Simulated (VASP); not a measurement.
A run of VASP 6.6.1 is set up as follows.

The input INCAR:

```
ALGO     = Normal         # electronic algorithm
EDIFF    = 1E-6           # SCF threshold, eV
ENCUT    = 520            # plane-wave cutoff, eV
GGA      = PS             # functional
ISIF     = 2              # what is computed and relaxed
ISMEAR   = -1             # smearing method
LASPH    = T              # aspherical terms in the spheres
LCHARG   = T              # write CHGCAR
LELF     = T              # ELF
LREAL    = F              # projectors in reciprocal space
LVHAR    = T            
LWAVE    = F              # write WAVECAR
NBANDS   = 17             # bands
NELM     = 80             # most SCF steps
PREC     = Accurate       # precision mode
SIGMA    = 0.03           # smearing width, eV
```

The input KPOINTS:

```
k-points
0
Gamma
  10 10 10
```

POSCAR

```
TePb
1.0
    0.0000000000      3.2592700000      3.2270000000
    3.2592700000      0.0000000000      3.2270000000
    3.2592700000      3.2592700000      0.0000000000
Te Pb
1 1
Direct
    0.5000000000      0.5000000000      0.5000000000
    0.0000000000      0.0000000000      0.0000000000
```

Potentials or basis: VASP PAW PBE potentials, release 64 (Te, Pb_d).

Command:

```console
$ cat potpaw_PBE.64/Te/POTCAR potpaw_PBE.64/Pb_d/POTCAR > POTCAR
$ mpirun -np 1 vasp_std > vasp.out
```

Q: Predict the band gap on the k mesh.

A: 0.70 eV.

Q: Predict the pressure.

A: -1.1 GPa.

Stress tensor (GPa, compression positive):
```
-1.45  0.00  0.00
 0.00 -1.45  0.00
 0.00  0.00 -0.35
```

Caveat: the cell differs from its parent crystal (equal xx and yy strain of +1 %); the PAW data sets were made with another functional, which shifts forces and pressure a little; spin-orbit coupling is left out, which moves the levels of the heavy elements. A k mesh can miss the band edges.
